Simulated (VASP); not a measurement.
# Ti (Fm-3m) in VASP: a series of runs, part 2 of 2

VASP 6.6.1. The steps go on from the part before.

**4. Single point, PBE**

Input file INCAR:

```
SYSTEM = Ti
  PREC = Accurate
  ENCUT = 520
  EDIFF = 1E-6
  ISMEAR = 0
  SIGMA = 0.011
  LREAL = .FALSE.
  LASPH = .TRUE.
  NELM = 100
  ALGO = Normal
  ISIF = 2
  LWAVE = .FALSE.
  LCHARG = .TRUE.
  GGA = PE
  LELF = .TRUE.
  LVHAR = .TRUE.
  NBANDS = 12
```

Input file KPOINTS:

```
Automatic mesh
0
G
  11 11 11
  0 0 0
```

Input file POSCAR:

```
Ti
1.0
    0.0000000000      2.0300000000      2.0300000000
    2.0300000000      0.0000000000      2.0300000000
    2.0300000000      2.0300000000      0.0000000000
Ti
1
Direct
    0.0000000000      0.0000000000      0.0000000000
```

Run with:

```
$ cat potpaw_PBE.64/Ti_sv/POTCAR > POTCAR
$ mpirun -np 1 vasp_std > vasp.out
```

It took 16 s on 1 thread of AMD EPYC 7R43 (Zen 3), shared host; peak memory 0.11 GiB.

Results (log left out):

| Item | Value |
| --- | --- |
| Free energy | -7.7757 eV |
| Pressure | 3.5 GPa |
| Band gap on the k mesh | zero (band 6 reaches 9.54 eV, above the bottom of band 7 at 8.35 eV) |

Levels at points of the mesh, in eV from the Fermi level:
```csv
k point,band 4,band 5,band 6,band 7,band 8,band 9
"(0.00, 0.00, 0.00)",-32.41,-6.16,0.94,0.94,0.94,2.66
```

**5. Single point, PBE**

This run uses another cell than the first one, of 17.36 Å³/atom, 1.038 times its volume.

Input file INCAR:

```
ALGO     = Fast           # electronic algorithm
EDIFF    = 1E-6           # SCF threshold, eV
ENCUT    = 520            # plane-wave cutoff, eV
GGA      = PE             # functional
ISIF     = 2              # what is computed and relaxed
ISMEAR   = -1             # smearing method
LASPH    = T              # aspherical terms in the spheres
LCHARG   = F              # write CHGCAR
LREAL    = F              # projectors in reciprocal space
LWAVE    = F              # write WAVECAR
NBANDS   = 12             # bands
NELM     = 60             # most SCF steps
PREC     = Accurate       # precision mode
SIGMA    = 0.05           # smearing width, eV
```

Input file KPOINTS:

```
k-points
0
Gamma
  11 11 11
```

Input file POSCAR:

```
Ti
1.0
    0.0000000000      2.0551358018      2.0551358018
    2.0551358018      0.0000000000      2.0551358018
    2.0551358018      2.0551358018      0.0000000000
Ti
1
Direct
    0.0000000000      0.0000000000      0.0000000000
```

Run with:

```
$ cat potpaw_PBE.64/Ti_sv/POTCAR > POTCAR
$ mpirun -np 1 vasp_std > vasp.out
```

Run time: 35 s. Hardware: 1 thread of AMD EPYC 7R43 (Zen 3), shared host; peak memory 0.11 GiB.

The run converged. Its results:

```
Free energy            : -7.7873 eV
Pressure               : -0.3 GPa
Band gap on the k mesh : zero (band 6 reaches 9.11 eV, above the bottom of band 7 at 7.95 eV)
```

Levels at points of the mesh, in eV from the Fermi level:
| k point | band 3 | band 4 | band 5 | band 6 | band 7 | band 8 | band 9 | band 10 |
| --- | --- | --- | --- | --- | --- | --- | --- | --- |
| (0.00, 0.00, 0.00) | -32.56 | -32.56 | -6.10 | 0.88 | 0.88 | 0.88 | 2.52 | 2.52 |

**6. Single point, BLYP**

Input file INCAR:

```
SYSTEM = Ti
PREC     = Accurate       ! precision mode
ENCUT    = 520            ! plane-wave cutoff, eV
EDIFF    = 1E-6           ! SCF threshold, eV
ISMEAR   = -1             ! smearing method
SIGMA    = 0.05           ! smearing width, eV
LREAL    = .FALSE.        ! projectors in reciprocal space
LASPH    = .TRUE.         ! aspherical terms in the spheres
NELM     = 60             ! most SCF steps
ALGO     = Fast           ! electronic algorithm
ISIF     = 2              ! what is computed and relaxed
LWAVE    = .FALSE.        ! write WAVECAR
LCHARG   = .FALSE.        ! write CHGCAR
GGA      = B5             ! functional
ALDAX    = 1.0          
AGGAX    = 1.0          
AGGAC    = 1.0          
ALDAC    = 0.0          
NBANDS   = 12             ! bands
```

Input file KPOINTS:

```
Automatic mesh
0
G
  11 11 11
  0 0 0
```

Input file POSCAR:

```
Ti
1.0
    0.0000000000      2.0300000000      2.0300000000
    2.0300000000      0.0000000000      2.0300000000
    2.0300000000      2.0300000000      0.0000000000
Ti
1
Direct
    0.0000000000      0.0000000000      0.0000000000
```

Potentials or basis: VASP PAW PBE potentials, release 64 (Ti_sv).

Run with:

```
$ cat potpaw_PBE.64/Ti_sv/POTCAR > POTCAR
$ mpirun -np 1 vasp_std > vasp.out
```

OUTCAR:

```text
SYSTEM = Ti
   PREC = Accurate
   ENCUT = 520
   EDIFF = 1E-6
   ISMEAR = -1
   LREAL = .FALSE.
   LASPH = .TRUE.
   NELM = 60
   ISIF = 2
   GGA = B5

 ion  position               nearest neighbor table
   1  0.000  0.000  0.000-

  LATTYP: Found a face centered cubic cell.
 ALAT       =     4.0600000000

  Lattice vectors:

 A1 = (   0.0000000000,   2.0300000000,   2.0300000000)
 A2 = (   2.0300000000,   0.0000000000,   2.0300000000)
[... 540 lines left out ...]
     12      23.5313      0.00000

 [... further k-points ...]

------------------------ aborting loop because EDIFF is reached ----------------------------------------

  FORCE on cell =-STRESS in cart. coord.  units (eV):
  Direction    XX          YY          ZZ          XY          YZ          ZX
  --------------------------------------------------------------------------------------
  -------------------------------------------------------------------------------------
  Total        0.4876545      0.4876545      0.4876545      0.0000000      0.0000000      0.0000000
  in kB       46.6986889     46.6986889     46.6986889      0.0000000      0.0000000      0.0000000
  external PRESSURE =      46.6986889 kB  Pullay stress =       0.0000000 kB

 VOLUME and BASIS-vectors are now :
 -----------------------------------------------------------------------------
  energy-cutoff  :      520.00
  volume of cell :       16.73
      direct lattice vectors                 reciprocal lattice vectors
     0.000000000  2.030000000  2.030000000    -0.246305419  0.246305419  0.246305419
     2.030000000  0.000000000  2.030000000     0.246305419 -0.246305419  0.246305419
     2.030000000  2.030000000  0.000000000     0.246305419  0.246305419 -0.246305419

 POSITION                                       TOTAL-FORCE (eV/Angst)
 -----------------------------------------------------------------------------------
      0.00000      0.00000      0.00000         0.000000     -0.000000      0.000000
 -----------------------------------------------------------------------------------
    total drift:                               -0.000000      0.000000     -0.000000

  FREE ENERGIE OF THE ION-ELECTRON SYSTEM (eV)
  ---------------------------------------------------
  free  energy   TOTEN  =        -6.7042954676 eV

  energy  without entropy=       -6.6950784616  energy(sigma->0) =       -6.69968696
```

stdout:

```text
POSCAR found type information on POSCAR Ti
 POSCAR found :  1 types and       1 ions
 scaLAPACK will be used
 -----------------------------------------------------------------------------
|                                                                             |
|                                                                             |
|     You enforced a specific xc type in the INCAR file but a different       |
|     I HOPE YOU KNOW WHAT YOU ARE DOING!                                     |
|                                                                             |
 -----------------------------------------------------------------------------

 LDA part: xc-table for (Slater(with rela. corr.)+VWN5), standard interpolation
 POSCAR, INCAR and KPOINTS ok, starting setup
 FFT: planning ... GRIDC
 FFT: planning ... GRID_SOFT
 FFT: planning ... GRID
 WAVECAR not read
 entering main loop
WARNING in EDDRMM: call to ZHEGV failed, returncode =   6  3      5
```

Run time: 47 s. Hardware: 1 thread of AMD EPYC 7R43 (Zen 3), shared host; peak memory 0.1 GiB.

What came out:

```
Free energy            : -6.7043 eV
Pressure               : 4.7 GPa
Band gap on the k mesh : zero (band 6 reaches 9.92 eV, above the bottom of band 7 at 8.79 eV)
```

Caveat: the PAW data sets were made with another functional, which shifts forces and pressure a little.

**7. Summary**

| level | cell | smearing | gap on the mesh (eV) | pressure (GPa) |
| --- | --- | --- | --- | --- |
| RPBE | a = 2.871 Å, angles 60.0°, 1 atom | fermi-dirac 0.05 eV | none | 7.1 |
| revPBE | a = 2.871 Å, angles 60.0°, 1 atom | fermi-dirac 0.05 eV | none | 6.3 |
| PBE | a = 2.871 Å, angles 60.0°, 1 atom | gaussian 0.011 eV | none | 3.5 |
| PBE | a = 2.906 Å, angles 60.0°, 1 atom | fermi-dirac 0.05 eV | none | -0.3 |
| BLYP | a = 2.871 Å, angles 60.0°, 1 atom | fermi-dirac 0.05 eV | none | 4.7 |

Alike in all rows: task single point; potentials or basis VASP PAW PBE potentials, release 64 (Ti_sv); no spin polarisation; k mesh 11 × 11 × 11; cutoff (eV) 520.

Every run on the cell as given and a fine mesh finds a metal. The pressure there spans 3.5 GPa (PBE) to 7.1 GPa (RPBE); a positive pressure means that this level wants a larger cell, a negative one a smaller.

Caveats: the PAW data sets were made with another functional, which shifts forces and pressure a little (some runs).

Absolute energies hang on the potentials; compare differences alone.
